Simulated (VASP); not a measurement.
Input of a VASP 6.6.1 run:

Contents of INCAR:

```
SYSTEM = W
PREC = Accurate ; ENCUT = 520
EDIFF = 1E-6 ; ISMEAR = -1
SIGMA = 0.05 ; LREAL = .False.
LASPH = .True. ; NELM = 80
ALGO = Fast ; ISIF = 2
LWAVE = .False. ; LCHARG = .False.
GGA = PS ; IVDW = 12
NBANDS = 13
```

File KPOINTS:

```
Automatic mesh
0
Gamma
  12 12 12
  0 0 0
```

File POSCAR:

```
W
1.0
   -1.5823450000      1.5823450000      1.5823450000
    1.5823450000     -1.5823450000      1.5823450000
    1.5823450000      1.5823450000     -1.5823450000
W
1
Direct
    0.0000000000      0.0000000000      0.0000000000
```

Potentials or basis: VASP PAW PBE potentials, release 64 (W_sv).

Launch:

```bash
$ cat potpaw_PBE.64/W_sv/POTCAR > POTCAR
$ mpirun -np 1 vasp_std > vasp.out
```

(1) What does it give for the pressure?

(2) Estimate the band gap on the k mesh.

## Answers

(1) -10.0 GPa.

(2) zero (band 7 reaches 16.46 eV, above the bottom of band 8 at 10.04 eV).

Caveat: three body term missing; the PAW data sets were made with another functional, which shifts forces and pressure a little; spin-orbit coupling is left out, which moves the levels of the heavy elements; pairwise dispersion overbinds metals, which lowers pressure and volume.
